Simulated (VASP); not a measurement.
Write the native input for VASP 6.6.1 that does the following.

```yaml
Task: single point
Functional: PBEsol
Potentials_or_basis: VASP PAW PBE potentials, release 64 (Ag, O)
Cutoff: 520 eV
k_mesh: 20 × 20 × 20
Occupations: gaussian, width 0.15 eV
Spin: no spin polarisation
Dipole_correction: no
Further_INCAR_settings: ALGO = Normal; EDIFF = 1e-06; NBANDS = 16
```

The structure of AgO lies in POSCAR:

```
AgO
1.0
    0.0000000000      2.2890678503      2.4746679463
    2.2890678503      0.0000000000      2.4746679463
    2.2890678503      2.2890678503      0.0000000000
Ag O
1 1
Direct
    0.0000000000      0.0000000000      0.0000000000
    0.7500000000      0.7500000000      0.7500000000
```

This cell differs from its parent crystal: strain -0.0750 x Voigt [1, 1, 0, 0, 0, 0].

The input as run:

INCAR

```
PREC = Accurate
ENCUT = 520
EDIFF = 1E-6
ISMEAR = 0
SIGMA = 0.15
LREAL = F
LASPH = T
NELM = 60
ALGO = Normal
ISIF = 2
LWAVE = F
LCHARG = T
GGA = PS
LELF = T
LVHAR = T
NBANDS = 16
```

KPOINTS

```
regular mesh
0
Gamma
  20 20 20
```

Potentials or basis: VASP PAW PBE potentials, release 64 (Ag, O).

Command:

```sh
$ cat potpaw_PBE.64/Ag/POTCAR potpaw_PBE.64/O/POTCAR > POTCAR
$ mpirun -np 1 vasp_std > vasp.out
```

It gave:

```
Pressure : 24.1 GPa
```

Caveat: the cell differs from its parent crystal (strain -0.0750 x Voigt [1, 1, 0, 0, 0, 0]); the PAW data sets were made with another functional, which shifts forces and pressure a little; an odd number of electrons without spin polarisation forces a metal; a magnetic or distorted state may lie lower.

Run time: 4.6 min on 1 thread of Oxide Virtual Turin-like Processor (shared host), peak memory 0.33 GiB.
